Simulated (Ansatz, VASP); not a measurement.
**LiH in VASP and in Ansatz**

The input INCAR:

```
PREC     = Accurate       # precision mode
ENCUT    = 520            # plane-wave cutoff, eV
EDIFF    = 1E-6           # SCF threshold, eV
ISMEAR   = 0              # smearing method
SIGMA    = 0.05           # smearing width, eV
LREAL    = F              # projectors in reciprocal space
LASPH    = T              # aspherical terms in the spheres
NELM     = 100            # most SCF steps
ALGO     = Normal         # electronic algorithm
ISIF     = 2              # what is computed and relaxed
LWAVE    = F              # write WAVECAR
LCHARG   = F              # write CHGCAR
GGA      = CA             # functional
NBANDS   = 9              # bands
```

KPOINTS

```
regular mesh
0
Gamma
  10 10 10
```

Contents of POSCAR:

```
LiH
1.0
    0.0000000000      2.1138000000      1.9512000000
    2.1138000000      0.0000000000      1.9512000000
    2.1138000000      2.1138000000      0.0000000000
Li H
1 1
Direct
    0.0000000000      0.0000000000      0.0000000000
    0.5000000000      0.5000000000      0.5000000000
```

Input for Ansatz:

```yaml
crystal:
  lattice:
    - [0.0, 2.1138, 1.9512]
    - [2.1138, 0.0, 1.9512]
    - [2.1138, 2.1138, 0.0]
  atoms:
    - { symbol: Li, position: [0.0, 0.0, 0.0] }
    - { symbol: H, position: [0.5, 0.5, 0.5] }
basis:
  ecutwfc: 420
kpoints:
  mp_grid: { grid: [10, 10, 10] }
hamiltonian:
  xc: lda
scf:
  occupations: { method: gaussian, width: 0.05 }
output:
  forces: true
  stress: true
  eigenvalues: true
```

Change from the starting cell: strain +0.040 along x and y, -0.040 along z, atoms carried along.

Alike in both runs: task single point; functional LDA; k mesh 10 × 10 × 10; occupations gaussian, width 0.05 eV; no spin polarisation.

|  | VASP | Ansatz |
| --- | --- | --- |
| version | VASP 6.6.1 | Ansatz 0.2.0 |
| potentials or method | VASP PAW LDA potentials, release 64 (Li_sv, H), cutoff 520 eV | scalar-relativistic, plane waves, PAW |
| valence electrons in the cell | 4 | 4 |

VASP gave:

| Property | Result |
| --- | --- |
| gap on the k mesh at the Fermi level (eV) | 1.97 |
| least direct gap on the mesh (eV) | 2.55 |

Task: Estimate Ansatz's values.

Result: gap on the k mesh at the Fermi level (eV): 1.97; least direct gap on the mesh (eV): 2.56.

LDA's correlation is that of Perdew and Zunger in VASP and of Perdew and Wang (1992) in Ansatz.

Noted on VASP's run: the cutoff is short for stress, so the pressure is rough.
